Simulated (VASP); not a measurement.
# Cu8Cl in VASP: single point with PBE+D3(BJ)

Aim: the single point of Cu8Cl with PBE+D3(BJ).

Program: VASP 6.6.1. These are calculated values, not measurements. Logs are shortened: lines on timing, memory, paths and dates and some standing lists are left out, and cuts for length are marked.

## Step 1: The cell of the first run

The cell holds a slab with vacuum, 18 atoms: a = 5.039 Å, b = 5.039 Å, c = 25.343 Å, α = 90.00°, β = 90.00°, γ = 90.00°.

## Step 2: Single point, PBE+D3(BJ)

File INCAR:

```
SYSTEM = Cu8Cl
ALGO = Normal ; DIPOL = 0.5 0.5 0.448
EDIFF = 1E-6 ; ENCUT = 520
GGA = PE ; IDIPOL = 3
ISIF = 2 ; ISMEAR = 0
IVDW = 12 ; LASPH = .TRUE.
LCHARG = .TRUE. ; LDIPOL = .TRUE.
LELF = .TRUE. ; LREAL = Auto
LVACPOTAV = .TRUE. ; LVHAR = .TRUE.
LWAVE = .FALSE. ; NBANDS = 110
NELM = 80 ; PREC = Accurate
SIGMA = 0.1
```

File KPOINTS:

```
k-points
0
G
  4 4 1
  0 0 0
```

File POSCAR:

```
Cu8Cl
1.0
    5.0393684365      0.0000000000      0.0000000000
    0.0000000000      5.0393684365      0.0000000000
    0.0000000000      0.0000000000     25.3431573916
Cu Cl
16 2
Direct
    0.2500000000      0.2500000000      0.3156670606
    0.2500000000      0.7500000000      0.3156670606
    0.7500000000      0.2500000000      0.3156670606
    0.7500000000      0.7500000000      0.3156670606
    0.5000000000      0.5000000000      0.3859695004
    0.5000000000      0.0000000000      0.3859695004
    0.0000000000      0.5000000000      0.3859695004
    0.0000000000      0.0000000000      0.3859695004
    0.7496522088      0.7496522088      0.4577940111
    0.7496522088      0.2503477912      0.4577940111
    0.2503477912      0.7496522088      0.4577940111
    0.2503477912      0.2503477912      0.4577940111
    0.0000000000      0.0000000000      0.5271075530
    0.0000000000      0.5000000000      0.5287177620
    0.5000000000      0.0000000000      0.5287177620
    0.5000000000      0.5000000000      0.5271945897
    0.0000000000      0.0000000000      0.6149415814
    0.0000000000      0.0000000000      0.7049524268
```

Potentials or basis: VASP PAW PBE potentials, release 64 (Cu, Cl).

On the command line:

```sh
$ cat potpaw_PBE.64/Cu/POTCAR potpaw_PBE.64/Cl/POTCAR > POTCAR
$ mpirun -np 1 vasp_std > vasp.out
```

OUTCAR:

```text
SYSTEM = Cu8Cl
   EDIFF = 1E-6
   ENCUT = 520
   GGA = PE
   ISIF = 2
   ISMEAR = 0
   IVDW = 12
   LASPH = .TRUE.
   LREAL = Auto
   NELM = 80
   PREC = Accurate
 IVDW          = 12

 ion  position               nearest neighbor table
   1  0.250  0.250  0.316-   5 2.52   6 2.52   7 2.52   8 2.52   2 2.52   3 2.52   2 2.52   3 2.52

   2  0.250  0.750  0.316-   5 2.52   6 2.52   7 2.52   8 2.52   1 2.52   4 2.52   1 2.52   4 2.52

   3  0.750  0.250  0.316-   5 2.52   6 2.52   7 2.52   8 2.52   1 2.52   4 2.52   4 2.52   1 2.52
[... 23 lines left out ...]
  15  0.500  0.000  0.529-  16 2.52  16 2.52  13 2.52  13 2.52   9 2.53  10 2.53  11 2.53  12 2.53

  16  0.500  0.500  0.527-   9 2.50  10 2.50  11 2.50  12 2.50  14 2.52  15 2.52  15 2.52  14 2.52

  17  0.000  0.000  0.615-  13 2.23  18 2.28
  18  0.000  0.000  0.705-  17 2.28

  LATTYP: Found a simple tetragonal cell.
 ALAT       =     5.0393684365
 C/A-ratio  =     5.0290344338

  Lattice vectors:

 A1 = (   5.0393684365,   0.0000000000,   0.0000000000)
 A2 = (   0.0000000000,   5.0393684365,   0.0000000000)
 A3 = (   0.0000000000,   0.0000000000,  25.3431573916)

Analysis of symmetry for initial positions (statically):
=====================================================================
 Subroutine PRICEL returns:
 Original cell was already a primitive cell.

 Routine SETGRP: Setting up the symmetry group for a
 simple tetragonal supercell.

 Subroutine GETGRP returns: Found  8 space group operations
 (whereof  8 operations were pure point group operations)
 out of a pool of 16 trial point group operations.

The static configuration has the point symmetry C_4v.

Analysis of symmetry for dynamics (positions and initial velocities):
=====================================================================
 Subroutine PRICEL returns:
 Original cell was already a primitive cell.

 Routine SETGRP: Setting up the symmetry group for a
 simple tetragonal supercell.

 Subroutine GETGRP returns: Found  8 space group operations
 (whereof  8 operations were pure point group operations)
 out of a pool of 16 trial point group operations.

The dynamic configuration has the point symmetry C_4v.

 Subroutine INISYM returns: Found  8 space group operations
 (whereof  8 operations are pure point group operations),
 and found     1 'primitive' translations

----------------------------------------------------------------------------------------

                                     Primitive cell

  volume of cell :     643.5954

  direct lattice vectors                    reciprocal lattice vectors
     5.039368437  0.000000000  0.000000000     0.198437565  0.000000000  0.000000000
     0.000000000  5.039368437  0.000000000     0.000000000  0.198437565  0.000000000
     0.000000000  0.000000000 25.343157392     0.000000000  0.000000000  0.039458383

  length of vectors
     5.039368437  5.039368437 25.343157392     0.198437565  0.198437565  0.039458383

  position of ions in fractional coordinates (direct lattice)
     0.250000000  0.250000000  0.315667061
     0.250000000  0.750000000  0.315667061
     0.750000000  0.250000000  0.315667061
     0.750000000  0.750000000  0.315667061
     0.500000000  0.500000000  0.385969500
     0.500000000  0.000000000  0.385969500
[... 10 lines left out ...]
     0.000000000  0.000000000  0.614941581
     0.000000000  0.000000000  0.704952427

  ion indices of the primitive-cell ions
   primitive index   ion index
                 1           1
                 2           2
                 3           3
                 4           4
                 5           5
                 6           6
[... 10 lines left out ...]
                17          17
                18          18

----------------------------------------------------------------------------------------

 KPOINTS: k-points

Automatic generation of k-mesh.
 Grid dimensions read from file:
 generate k-points for:    4    4    1

 Generating k-lattice:

  Cartesian coordinates                     Fractional coordinates (reciprocal lattice)
     0.049609391  0.000000000  0.000000000     0.250000000  0.000000000  0.000000000
     0.000000000  0.049609391  0.000000000     0.000000000  0.250000000  0.000000000
     0.000000000  0.000000000  0.039458383     0.000000000  0.000000000  1.000000000

  Length of vectors
     0.049609391  0.049609391  0.039458383

  Shift w.r.t. Gamma in fractional coordinates (k-lattice)
     0.000000000  0.000000000  0.000000000

 Subroutine IBZKPT returns following result:
 ===========================================

 Found      6 irreducible k-points:

 Following reciprocal coordinates:
            Coordinates               Weight
  0.000000  0.000000  0.000000      1.000000
  0.250000  0.000000  0.000000      4.000000
  0.500000  0.000000  0.000000      2.000000
  0.250000  0.250000  0.000000      4.000000
  0.500000  0.250000  0.000000      4.000000
  0.500000  0.500000  0.000000      1.000000
   k-points           NKPTS =      6   k-points in BZ     NKDIM =      6   number of bands    NBANDS=    110
   number of dos      NEDOS =    301   number of ions     NIONS =     18
   total plane-waves  NPLWV = 307200
   dimension x,y,z NGX =    40 NGY =   40 NGZ =  192
   dimension x,y,z NGXF=    80 NGYF=   80 NGZF=  384
   ions per type =              16   2
   NGX,Y,Z   is equivalent  to a cutoff of  13.20, 13.20, 12.59 a.u.
   NGXF,Y,Z  is equivalent  to a cutoff of  26.39, 26.39, 25.19 a.u.
 SYSTEM =  Cu8Cl
   PREC   = accura    normal or accurate (medium, high low for compatibility)
   ISTART =      0    job   : 0-new  1-cont  2-samecut
   ICHARG =      2    charge: 1-file 2-atom 10-const
   ISPIN  =      1    spin polarized calculation?
   LNONCOLLINEAR =      F non collinear calculations
   LSORBIT =      F    spin-orbit coupling
   LASPH  =      T    aspherical Exc in radial PAW
   ENCUT  =  520.0 eV  38.22 Ry    6.18 a.u.   9.37  9.37 47.12*2*pi/ulx,y,z
   NELM   =     80;   NELMIN=  2; NELMDL= -5     # of ELM steps
   EDIFF  = 0.1E-05   stopping-criterion for ELM
   LREAL  =      T    real-space projection
   EDIFFG = 0.1E-04   stopping-criterion for IOM
   NSW    =      0    number of steps for IOM
   IBRION =     -1    ionic relax: 0-MD 1-quasi-New 2-CG
   NFREE  =      0    steps in history (QN), initial steepest desc. (CG)
   ISIF   =      2    stress and relaxation
   ISYM   =      2    0-nonsym 1-usesym 2-fastsym
   POTIM  = 0.5000    time-step for ionic-motion
   TEBEG  =    0.0;   TEEND  =   0.0 temperature during run
   PSTRESS=    0.0 pullay stress
   NELECT =     190.0000    total number of electrons
   NUPDOWN=      -1.0000    fix difference up-down
   EMIN   =  10.00;   EMAX   =-10.00  energy-range for DOS
   EFERMI =   0.00;   METHOD = LEGACY
   ISMEAR =     0;   SIGMA  =   0.10  broadening in eV -4-tet -1-fermi 0-gaus
   EFERMI_NEDOS =   21; number of points for ismear=-14 and -15
   IALGO  =     38    algorithm
   IMIX   =      4    mixing-type and parameters
     AMIX     =   0.40;   BMIX     =  1.00
     AMIX_MAG =   1.60;   BMIX_MAG =  1.00
  volume/ion in A,a.u.               =      35.76       241.29
  Fermi-wavevector in a.u.,A,eV,Ry     =   1.090072  2.059937 16.167208  1.188256
  Thomas-Fermi vector in A             =   2.226288
   LORBIT       =      0    0 simple, 1 ext, 2 COOP (PROOUT), +10 PAW based schemes
   GGA     = PE    functional components
   LHFCALC =     F    Hartree Fock is set to
   AEXX    =    0.0000 exact exchange contribution
   IVDW    =    12    specifies the selected vdW correction
   LEPSILON=     F    determine dielectric tensor
   LRPA    =     F    only Hartree local field effects (RPA)
 non-spin polarized calculation
 Gauss-broadening in eV      SIGMA  =   0.10
  energy-cutoff  :      520.00
  volume of cell :      643.60
 maximum number of plane-waves:     17372
 NGX is ok and might be reduce to    40
   NGX = 19   NGY = 19   NGZ = 95

 dipolmoment           0.000000      0.000000     -0.000581 electrons x Angstroem

 number of electron     190.0000009 magnetization

 dipolmoment           0.000000      0.000000      0.357263 electrons x Angstroem

 Free energy of the ion-electron system (eV)
  ---------------------------------------------------
  ext. energy  EPLUGINS =         0.00000000
  ---------------------------------------------------
  free energy    TOTEN  =       -58.82315570 eV

  energy without entropy =      -58.77559083  energy(sigma->0) =      -58.79937326

 E-fermi :  -1.1474     XC(G=0):  -5.1943

 val. band max:       -1.1745001387   @ k =   0.0000   0.0000   0.0000
 cond. band min:      -1.1171756798   @ k =   0.2500   0.0000   0.0000
 fundamental gap:      0.0573244589
 Fermi energy:        -1.1474131074

 k-point     1 :       0.0000    0.0000    0.0000
  band No.  band energies     occupation
      1     -17.0397      2.00000
      2     -14.4025      2.00000
      3     -10.1524      2.00000
      4      -8.5204      2.00000
      5      -6.9167      2.00000
      6      -6.3562      2.00000
[... 649 lines left out ...]
    106       4.2946      0.00000
    107       4.2946      0.00000
 [bands above 107 left out]

------------------------ aborting loop because EDIFF is reached ----------------------------------------

 Edisp (eV)   -7.11700

 E8    (eV) :    -3.1447

  FORCE on cell =-STRESS in cart. coord.  units (eV):
  Direction    XX          YY          ZZ          XY          YZ          ZX
  --------------------------------------------------------------------------------------
  -------------------------------------------------------------------------------------
  Total      -4.83281    -4.83281    -0.18833     0.00000     0.00000     0.00000
  in kB     -12.03088   -12.03088    -0.46882     0.00000     0.00000     0.00000
  external pressure =       -8.18 kB  Pullay stress =        0.00 kB

 VOLUME and BASIS-vectors are now :
 -----------------------------------------------------------------------------
  energy-cutoff  :      520.00
  volume of cell :      643.60
      direct lattice vectors                 reciprocal lattice vectors
     5.039368437  0.000000000  0.000000000     0.198437565  0.000000000  0.000000000
     0.000000000  5.039368437  0.000000000     0.000000000  0.198437565  0.000000000
     0.000000000  0.000000000 25.343157392     0.000000000  0.000000000  0.039458383

 POSITION                                       TOTAL-FORCE (eV/Angst)
 -----------------------------------------------------------------------------------
      1.25984      1.25984      8.00000         0.018928      0.018928      0.041268
      1.25984      3.77953      8.00000         0.018928     -0.018928      0.041268
      3.77953      1.25984      8.00000        -0.018928      0.018928      0.041268
      3.77953      3.77953      8.00000        -0.018928     -0.018928      0.041268
      2.51968      2.51968      9.78169         0.000000      0.000000     -0.109658
      2.51968      0.00000      9.78169         0.000000      0.000000     -0.049644
[... 10 lines left out ...]
      0.00000      0.00000     15.58456         0.000000      0.000000      0.038537
      0.00000      0.00000     17.86572         0.000000      0.000000     -0.026719
 -----------------------------------------------------------------------------------
    total drift:                               -0.000000      0.000000      0.002277

  FREE ENERGIE OF THE ION-ELECTRON SYSTEM (eV)
  ---------------------------------------------------
  free  energy   TOTEN  =       -65.9401558512 eV

  energy  without entropy=      -65.8925909808  energy(sigma->0) =      -65.91637342

 vacuum level on the upper side and lower side of the slab         5.889         3.344
```

Run time: 16 min. Hardware: 1 thread of Intel Xeon 6975P-C (Granite Rapids), shared host; peak memory 0.78 GiB.

Results:

| Item | Value |
| --- | --- |
| Free energy | -65.9402 eV |
| Largest force | 0.110 eV/Å |
| Band gap on the k mesh | zero (bands 95 and 96 overlap by 0.89 eV) |
| Dispersion energy per atom | -0.395 eV |

Forces on the atoms (eV/Å):
```
Cu   0.019  0.019  0.041
Cu   0.019 -0.019  0.041
Cu  -0.019  0.019  0.041
Cu  -0.019 -0.019  0.041
Cu   0.000  0.000 -0.110
Cu   0.000  0.000 -0.050
Cu   0.000  0.000 -0.050
Cu   0.000  0.000 -0.036
Cu   0.008  0.008 -0.003
Cu   0.008 -0.008 -0.003
Cu  -0.008  0.008 -0.003
Cu  -0.008 -0.008 -0.003
Cu   0.000  0.000  0.003
Cu   0.000  0.000  0.029
Cu   0.000  0.000  0.029
Cu   0.000  0.000  0.021
Cl   0.000  0.000  0.039
Cl   0.000  0.000 -0.027
```

With open d or f shells a metallic result of PBE can be an artefact of self-interaction; +U or a hybrid may open a gap.

The gap in the log of VASP goes by the Fermi energy; the results here count the filled bands.